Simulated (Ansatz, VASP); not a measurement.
**Two plane-wave programs on Au**

```xyz
1
Lattice="-1.7474 1.7474 1.4810 1.7474 -1.7474 1.4810 1.7474 1.7474 -1.4810" Properties=species:S:1:pos:R:3 pbc="T T T"
Au    0.0000    0.0000    0.0000
```

Alike in both runs: functional PBE; k mesh 18 × 18 × 18; occupations gaussian, width 0.1 eV; no spin polarisation.

Ansatz relaxed the structure, and its values are those at the end. VASP's run is a single point on that final structure, the one shown.

|  | VASP | Ansatz |
| --- | --- | --- |
| version | VASP 6.6.1 | Ansatz 0.2.0 |
| potentials or method | VASP PAW PBE potentials, release 64 (Au), cutoff 520 eV | scalar-relativistic, plane waves, PAW |
| valence electrons in the cell | 11 | 19 |

|  | VASP | Ansatz | Ansatz less VASP |
| --- | --- | --- | --- |
| gap on the k mesh at the Fermi level (eV) | none | none | - |
| pressure (GPa) | -0.2 | 0.0 | +0.21 |

A gap of «none» marks a metal or a gap that the smearing closes. VASP's potentials hold 11 valence electrons a cell and Ansatz's 19, so a difference there can come from the potentials and not from the codes.

Spin-orbit coupling is off throughout.
